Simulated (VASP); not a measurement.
Input of a VASP 6.6.1 run:

File INCAR:

```
ALGO = Normal ; EDIFF = 1E-6
ENCUT = 520 ; GGA = PE
ISIF = 2 ; ISMEAR = 0
LASPH = T ; LCHARG = F
LREAL = F ; LWAVE = F
NBANDS = 26 ; NELM = 60
PREC = Accurate ; SIGMA = 0.02
```

The input KPOINTS:

```
k-points
0
Gamma
  12 12 6
```

Contents of POSCAR:

```
ZnS
1.0
    3.8835696191      0.0000000000      0.0000000000
   -1.9417848096      3.3632699475      0.0000000000
    0.0000000000      0.0000000000      6.3677665077
Zn S
2 2
Direct
    0.3333333333      0.6666666667      0.0052197925
    0.6666666667      0.3333333333      0.5052197925
    0.3333333333      0.6666666667      0.3797802075
    0.6666666667      0.3333333333      0.8797802075
```

Potentials or basis: VASP PAW PBE potentials, release 64 (Zn, S).

Run with:

```bash
$ cat potpaw_PBE.64/Zn/POTCAR potpaw_PBE.64/S/POTCAR > POTCAR
$ mpirun -np 1 vasp_std > vasp.out
```

Task: Estimate the band gap on the k mesh.

Result: 1.95 eV.

Task: What does it give for the largest force?

Result: 0.005 eV/Å.

Forces on the atoms (eV/Å):
```
Zn   0.000  0.000 -0.005
Zn   0.000  0.000 -0.005
S    0.000  0.000  0.005
S    0.000  0.000  0.005
```

A k mesh can miss the band edges.
